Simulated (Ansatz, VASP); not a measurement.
## SiO2: VASP beside Ansatz

```xyz
12
Lattice="4.9860 0.0000 0.0000 0.0000 4.9860 0.0000 0.0000 0.0000 6.9770" Properties=species:S:1:pos:R:3 pbc="T T T"
Si    1.4899    1.4899    0.0000
Si    1.0031    3.9829    1.7443
Si    3.4961    3.4961    3.4885
Si    3.9829    1.0031    5.2328
O     1.2005    0.5071    1.2323
O     1.9859    3.6935    2.9766
O     3.7855    4.4789    4.7208
O     3.0001    1.2925    6.4651
O     3.6935    1.9859    4.0004
O     4.4789    3.7855    2.2562
O     1.2925    3.0001    0.5119
O     0.5071    1.2005    5.7447
```

Alike in both runs: task relaxation of the atoms; functional PBE; k mesh 5 × 5 × 4; occupations fermi-dirac, width 0.02 eV; no spin polarisation.

|  | VASP | Ansatz |
| --- | --- | --- |
| version | VASP 6.6.1 | Ansatz 0.2.0 |
| potentials or method | VASP PAW PBE potentials, release 64 (Si, O) | plane-wave PAW, scalar-relativistic |
| plane-wave cutoff (eV) | 520 | 420 |
| valence electrons in the cell | 64 | 64 |

```csv
,VASP,Ansatz,Ansatz less VASP
"gap on the k mesh at the Fermi level, each at its own relaxed structure (eV)",5.61,5.61,0.000
```

Ansatz's warnings: stress scf threshold loose.
